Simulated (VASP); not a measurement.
Wanted: the native input for a VASP 6.6.1 run.

| Item | Value |
| --- | --- |
| Task | single point |
| Functional | PBEsol |
| Potentials or basis | VASP PAW PBE potentials, release 64 (Zn, O) |
| Cutoff | 520 eV |
| k mesh | 5 × 3 × 4 |
| Occupations | gaussian, width 0.15 eV |
| Spin | no spin polarisation |
| Dipole correction | no |
| Further INCAR settings | ALGO = Normal; EDIFF = 1e-06; NBANDS = 87 |

The structure of Zn12O (a cell with a defect) lies in POSCAR:

```
Zn12O
1.0
    5.3200000000      0.0000000000      0.0000000000
   -3.9900000000      6.9108830000      0.0000000000
    0.0000000000      0.0000000000      4.9369600000
Zn O
12 1
Direct
    0.0011719414      0.0006635910      0.0012436803
    0.1769917709      0.2228226118      0.5146569954
   -0.0010257009      0.3328780128     -0.0014354988
    0.1149887698      0.5223717432      0.4674611502
    0.0007055427      0.6714306985      0.0136873704
    0.1647267006      0.8868506383      0.5128544691
    0.4964559776      0.0009097246      0.0059423208
    0.6480044183      0.2137988735      0.5251922236
    0.4980039211      0.3351230226      0.0037354971
    0.6893012649      0.5358473006      0.4793719212
    0.4981107242      0.6691859781     -0.0102542860
    0.7065675580      0.9370675209      0.4686590533
    0.5032694390      0.6751326856      0.5731051092
```

The input as run:

INCAR

```
SYSTEM = Zn12O
PREC = Accurate ; ENCUT = 520
EDIFF = 1E-6 ; ISMEAR = 0
SIGMA = 0.15 ; LREAL = .False.
LASPH = .True. ; NELM = 80
ALGO = Normal ; ISIF = 2
LWAVE = .False. ; LCHARG = .False.
GGA = PS ; NBANDS = 87
```

KPOINTS

```
Automatic mesh
0
Gamma
  5 3 4
  0 0 0
```

Potentials or basis: VASP PAW PBE potentials, release 64 (Zn, O).

Launch:

```console
$ cat potpaw_PBE.64/Zn/POTCAR potpaw_PBE.64/O/POTCAR > POTCAR
$ mpirun -np 1 vasp_std > vasp.out
```

Results of the run:

```
Pressure               : 2.6 GPa
Largest force          : 0.472 eV/Å
Band gap on the k mesh : zero (bands 75 and 76 overlap by 0.98 eV)
```

Caveat: the PAW data sets were made with another functional, which shifts forces and pressure a little.

Wall time 21 min on 1 thread of AMD EPYC 7R43 64-Core Processor (Zen 3), on a shared host, peak memory 0.46 GiB.
